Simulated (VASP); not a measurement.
# LiF (Fm-3m) in VASP: further runs, part 2 of 2

VASP 6.6.1. The steps go on from the part before.

## Step 3: Single point, PBE

File INCAR:

```
SYSTEM = LiF
PREC     = Accurate       ! precision mode
ENCUT    = 750            ! plane-wave cutoff, eV
EDIFF    = 1E-6           ! SCF threshold, eV
ISMEAR   = 0              ! smearing method
SIGMA    = 0.01           ! smearing width, eV
LREAL    = .False.        ! projectors in reciprocal space
LASPH    = .True.         ! aspherical terms in the spheres
NELM     = 120            ! most SCF steps
ALGO     = Normal         ! electronic algorithm
ISIF     = 2              ! what is computed and relaxed
LWAVE    = .False.        ! write WAVECAR
LCHARG   = .False.        ! write CHGCAR
GGA      = PE             ! functional
NBANDS   = 12             ! bands
GGA_COMPAT= .False.
```

File KPOINTS:

```
regular mesh
0
Gamma
  4 4 4
  0 0 0
```

File POSCAR:

```
LiF
1.0
    0.0000000000      2.0524806100      2.0524806100
    2.0524806100      0.0000000000      2.0524806100
    2.0524806100      2.0524806100      0.0000000000
Li F
1 1
Direct
    0.0000000000      0.0000000000      0.0000000000
    0.5000000000      0.5000000000      0.5000000000
```

Potentials or basis: VASP PAW PBE potentials, release 64 (Li_sv, F).

The run is started by

```bash
> cat potpaw_PBE.64/Li_sv/POTCAR potpaw_PBE.64/F/POTCAR > POTCAR
> mpirun -np 1 vasp_std > vasp.out
```

OUTCAR:

```text
SYSTEM = LiF
   PREC = Accurate
   ENCUT = 750
   EDIFF = 1E-6
   ISMEAR = 0
   LREAL = .False.
   LASPH = .True.
   NELM = 120
   ISIF = 2
   GGA = PE

 ion  position               nearest neighbor table
   1  0.000  0.000  0.000-   2 2.05   2 2.05   2 2.05   2 2.05   2 2.05   2 2.05
   2  0.500  0.500  0.500-   1 2.05   1 2.05   1 2.05   1 2.05   1 2.05   1 2.05

  LATTYP: Found a face centered cubic cell.
 ALAT       =     4.1049612200

  Lattice vectors:

 A1 = (   0.0000000000,   2.0524806100,   2.0524806100)
 A2 = (   2.0524806100,   0.0000000000,   2.0524806100)
 A3 = (   2.0524806100,   2.0524806100,   0.0000000000)

Analysis of symmetry for initial positions (statically):
=====================================================================
 Subroutine PRICEL returns:
 Original cell was already a primitive cell.

 Routine SETGRP: Setting up the symmetry group for a
 face centered cubic supercell.

 Subroutine GETGRP returns: Found 48 space group operations
 (whereof 48 operations were pure point group operations)
 out of a pool of 48 trial point group operations.

The static configuration has the point symmetry O_h .

Analysis of symmetry for dynamics (positions and initial velocities):
=====================================================================
 Subroutine PRICEL returns:
 Original cell was already a primitive cell.

 Routine SETGRP: Setting up the symmetry group for a
 face centered cubic supercell.

 Subroutine GETGRP returns: Found 48 space group operations
 (whereof 48 operations were pure point group operations)
 out of a pool of 48 trial point group operations.

The dynamic configuration has the point symmetry O_h .

 Subroutine INISYM returns: Found 48 space group operations
 (whereof 48 operations are pure point group operations),
 and found     1 'primitive' translations

----------------------------------------------------------------------------------------

                                     Primitive cell

  volume of cell :      17.2929

[... 101 lines left out ...]
   LRPA    =     F    only Hartree local field effects (RPA)
 non-spin polarized calculation
 Gauss-broadening in eV      SIGMA  =   0.01
  energy-cutoff  :      750.00
  volume of cell :       17.29
 maximum number of plane-waves:       869
 NGX is ok and might be reduce to    28
   NGX = 13   NGY = 13   NGZ = 13

 number of electron      10.0000000 magnetization

 number of electron       9.9999997 magnetization

 Free energy of the ion-electron system (eV)
  ---------------------------------------------------
  ext. energy  EPLUGINS =         0.00000000
  ---------------------------------------------------
  free energy    TOTEN  =        -9.64048505 eV

  energy without entropy =       -9.64048505  energy(sigma->0) =       -9.64048505

 E-fermi :  -1.2192     XC(G=0):  -9.7105

 val. band max:       -1.3570246688   @ k =   0.0000   0.0000   0.0000
 cond. band min:       7.2300700811   @ k =   0.0000   0.0000   0.0000
 fundamental gap:      8.5870947499
 Fermi energy:        -1.2191542820

 k-point     1 :       0.0000    0.0000    0.0000
  band No.  band energies     occupation
      1     -42.4012      2.00000
      2     -21.1782      2.00000
      3      -1.3570      2.00000
      4      -1.3570      2.00000
      5      -1.3570      2.00000
      6       7.2301      0.00000
      7      21.8701      0.00000
      8      21.8701      0.00000
      9      21.8701      0.00000
     10      22.4133      0.00000
     11      22.4133      0.00000
     12      22.4133      0.00000
[... 91 lines left out ...]
 k-point     8 :      -0.2500    0.5000    0.2500
  band No.  band energies     occupation
      1     -42.3428      2.00000
      2     -20.5793      2.00000
      3      -3.2637      2.00000
      4      -3.2637      2.00000
      5      -2.0997      2.00000
      6      13.2446      0.00000
      7      13.2446      0.00000
      8      15.5421      0.00000
      9      17.1291      0.00000
     10      25.3275      0.00000
     11      25.3275      0.00000
     12      31.3950      0.00000

------------------------ aborting loop because EDIFF is reached ----------------------------------------

  FORCE on cell =-STRESS in cart. coord.  units (eV):
  Direction    XX          YY          ZZ          XY          YZ          ZX
  --------------------------------------------------------------------------------------
  -------------------------------------------------------------------------------------
  Total       -0.2512910     -0.2512910     -0.2512910      0.0000000     -0.0000000     -0.0000000
  in kB      -23.2820035    -23.2820035    -23.2820035      0.0000000     -0.0000000     -0.0000000
  external PRESSURE =     -23.2820035 kB  Pullay stress =       0.0000000 kB

 VOLUME and BASIS-vectors are now :
 -----------------------------------------------------------------------------
  energy-cutoff  :      750.00
  volume of cell :       17.29
      direct lattice vectors                 reciprocal lattice vectors
     0.000000000  2.052480610  2.052480610    -0.243607661  0.243607661  0.243607661
     2.052480610  0.000000000  2.052480610     0.243607661 -0.243607661  0.243607661
     2.052480610  2.052480610  0.000000000     0.243607661  0.243607661 -0.243607661

 POSITION                                       TOTAL-FORCE (eV/Angst)
 -----------------------------------------------------------------------------------
      0.00000      0.00000      0.00000        -0.000000     -0.000000     -0.000000
      2.05248      2.05248      2.05248         0.000000      0.000000      0.000000
 -----------------------------------------------------------------------------------
    total drift:                                0.000000      0.000000      0.000000

  FREE ENERGIE OF THE ION-ELECTRON SYSTEM (eV)
  ---------------------------------------------------
  free  energy   TOTEN  =        -9.6404850464 eV

  energy  without entropy=       -9.6404850464  energy(sigma->0) =       -9.64048505
```

stdout:

```text
POSCAR found type information on POSCAR LiF
 POSCAR found :  2 types and       2 ions
 scaLAPACK will be used
 LDA part: xc-table for (Slater+PW92), standard interpolation
 POSCAR, INCAR and KPOINTS ok, starting setup
 FFT: planning ... GRIDC
 FFT: planning ... GRID_SOFT
 FFT: planning ... GRID
 WAVECAR not read
 entering main loop
```

Wall time 2.3 s (1 thread of Intel Xeon 6975P-C (Granite Rapids), shared host); peak memory 0.14 GiB.

Results:

| Property | Result |
| --- | --- |
| Free energy | -9.6405 eV |
| Pressure | -2.3 GPa |
| Band gap on the k mesh | 8.59 eV, direct |

Caveat: the k points lie up to 0.66 Å⁻¹ apart.
